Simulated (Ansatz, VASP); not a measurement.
## Te in VASP and in Ansatz

```
CELL_PARAMETERS angstrom
4.39775 0.00000 0.00000
-2.19887 3.80856 0.00000
0.00000 0.00000 5.84492
ATOMIC_POSITIONS crystal
Te 0.74500 0.00000 0.33333
Te 0.00000 0.74500 0.66667
Te 0.25500 0.25500 0.00000
```

Change from the starting cell: volume scaled by 0.96, crystal datasets.

Alike in both runs: task electric field gradients; functional PBE; k mesh 9 × 9 × 6; occupations fermi-dirac, width 0.08 eV; no spin polarisation.

|  | VASP | Ansatz |
| --- | --- | --- |
| version | VASP 6.6.1 | Ansatz 0.2.0 |
| potentials or method | VASP PAW PBE potentials, release 64 (Te), cutoff 520 eV | all-electron PAW with datasets made for the crystal, scalar-relativistic |

|  | VASP | Ansatz | Ansatz less VASP |
| --- | --- | --- | --- |
| pressure (GPa) | 5.7 | 5.6 | -0.06 |
| traceless stress, the component that is largest in VASP (GPa) | 1.66 | 1.60 | -0.060 |
| rms of the force components (eV/Å) | 0.548 | 0.531 | -0.0170 |
| size of Vzz on the site where it differs most (V/Å²) | 548.9 | 574.8 | +25.97 |

Atom by atom the forces differ by 0.017 eV/Å (rms over components). Ansatz ran all-electron here, and VASP with PAW potentials.

Neither program's run includes spin-orbit coupling.
